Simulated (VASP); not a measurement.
A run of VASP 6.6.1 is set up as follows.

Contents of INCAR:

```
ALGO     = Normal         # electronic algorithm
EDIFF    = 1E-6           # SCF threshold, eV
ENCUT    = 820            # plane-wave cutoff, eV
GGA      = PS             # functional
GGA_COMPAT= F            
ISIF     = 2              # what is computed and relaxed
ISMEAR   = -1             # smearing method
LASPH    = T              # aspherical terms in the spheres
LCHARG   = F              # write CHGCAR
LREAL    = F              # projectors in reciprocal space
LWAVE    = F              # write WAVECAR
NBANDS   = 33             # bands
NELM     = 120            # most SCF steps
PREC     = Accurate       # precision mode
SIGMA    = 0.05           # smearing width, eV
```

File KPOINTS:

```
k-points
0
Gamma
  9 9 5
```

POSCAR

```
CuO
1.0
    1.9640597285     -2.1244444051      0.0000000000
    1.9640597285      2.1244444051      0.0000000000
    0.0000000000      0.0000000000      5.0862447552
Cu O
2 2
Direct
    0.5000000000      0.0000000000      0.0000000000
    0.0000000000      0.5000000000      0.5000000000
    0.5000000000      0.5000000000      0.2500000000
    0.5000000000      0.5000000000      0.7500000000
```

Potentials or basis: VASP PAW PBE potentials, release 64 (Cu_sv_GW, O).

Launch:

```console
$ cat potpaw_PBE.64/Cu_sv_GW/POTCAR potpaw_PBE.64/O/POTCAR > POTCAR
$ mpirun -np 1 vasp_std > vasp.out
```

Task: Predict the pressure.

Result: -0.3 GPa.

Task: What does it give for the band gap on the k mesh?

Result: Zero (bands 25 and 26 overlap by 0.90 eV).

Stress tensor (GPa, compression positive):
```
 0.15  0.00  0.00
 0.00 -0.91  0.00
 0.00  0.00 -0.07
```

Caveat: the PAW data sets were made with another functional, which shifts forces and pressure a little; semilocal functionals often make such compounds metallic where correlation or magnetic order opens a gap, which also shifts bond lengths. With open d or f shells a metallic result of PBEsol can be an artefact of self-interaction; +U or a hybrid may open a gap.
